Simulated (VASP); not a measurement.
HfO2: single point with r2SCAN

HfO2:

```
Hf O
1.0
     0.00000    2.59239    2.65562
     2.59239    0.00000    2.65562
     2.59239    2.59239    0.00000
Hf O
1 2
Cartesian
  0.0000 0.0000 0.0000
  1.2962 1.2962 1.3278
  3.8886 3.8886 3.9834
```

This cell differs from its parent crystal: strain +0.025 along x and y, +0.050 along z.

```
Program             : VASP 6.6.1
Task                : single point
Functional          : r2SCAN
Potentials or basis : VASP PAW PBE potentials, release 64 (Hf_pv, O)
Cutoff              : 520 eV
k mesh              : 8 × 8 × 8
Occupations         : gaussian, width 0.05 eV
Spin                : no spin polarisation
```

```
Pressure               : -24.7 GPa
Band gap on the k mesh : 3.91 eV
```

Stress tensor (GPa, compression positive):
```
-21.11   0.00   0.00
  0.00 -21.11   0.00
  0.00   0.00 -31.76
```

Levels at points of the mesh, in eV from the valence-band top:
| k point | band 9 | band 10 | band 11 | band 12 | band 13 | band 14 |
| --- | --- | --- | --- | --- | --- | --- |
| (0.00, 0.00, 0.00) | -0.88 | -0.57 | -0.57 | 3.91 | 4.15 | 5.66 |
| (0.50, 0.00, 0.00) | -2.69 | -1.88 | -1.84 | 4.59 | 4.69 | 6.53 |
| (0.50, 0.50, 0.00) | -1.41 | -1.41 | -0.24 | 3.93 | 5.40 | 6.03 |
| (0.50, 0.00, 0.50) | -1.72 | -1.32 | 0.00 | 3.91 | 5.42 | 6.35 |

Run time: 2.2 min on 1 thread of Intel(R) Xeon(R) Platinum 8488C (Sapphire Rapids), with other jobs on the host, peak memory 0.19 GiB.

Caveat: the cell differs from its parent crystal (strain +0.025 along x and y, +0.050 along z); the stress differs along the axes, from -32 to -21 GPa; the PAW data sets were made with another functional, which shifts forces and pressure a little; spin-orbit coupling is left out, which moves the levels of the heavy elements. A k mesh can miss the band edges.
